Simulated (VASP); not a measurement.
A run of VASP 6.6.1 is set up as follows.

File INCAR:

```
PREC = Accurate
ENCUT = 520
EDIFF = 1E-8
ISMEAR = -1
SIGMA = 0.03
LREAL = False
LASPH = True
NELM = 80
ALGO = Normal
ISIF = 2
LWAVE = False
LCHARG = False
GGA = PE
LEFG = True
NBANDS = 16
```

File KPOINTS:

```
regular mesh
0
Gamma
  8 8 6
```

POSCAR

```
Se
1.0
    4.3551696776     -0.0435516968     -0.0435516968
   -2.2153017146      3.7934634270     -0.0159410274
   -0.0494945000     -0.0494945000      4.9494500000
Se
3
Direct
    0.2170000000      0.0000000000      0.1666666667
    0.0000000000      0.2170000000      0.8333333333
    0.7830000000      0.7830000000      0.5000000000
```

Potentials or basis: VASP PAW PBE potentials, release 64 (Se).

Run with:

```console
$ cat potpaw_PBE.64/Se/POTCAR > POTCAR
$ mpirun -np 1 vasp_std > vasp.out
```

Problem. Predict the pressure.

Solution. 5.7 GPa.

Problem. Predict the band gap on the k mesh.

Solution. 1.05 eV (least direct gap 1.16 eV).

Problem. Estimate the largest force.

Solution. 1.317 eV/Å.

Forces on the atoms (eV/Å):
```
Se   1.069 -0.049  0.171
Se  -0.577  1.169  0.184
Se  -0.492 -1.120 -0.355
```

Caveat: the cell differs from its parent crystal (equal xy, yz and zx shear strains of -2 %); the cell stands under pressure; without QUAD_EFG the Cq values of the log hold for a quadrupole moment of 1 mb, not for the nuclei; forces of over 1 eV/Å act on the atoms, so gaps and moduli don't describe the material at rest. A k mesh can miss the band edges.
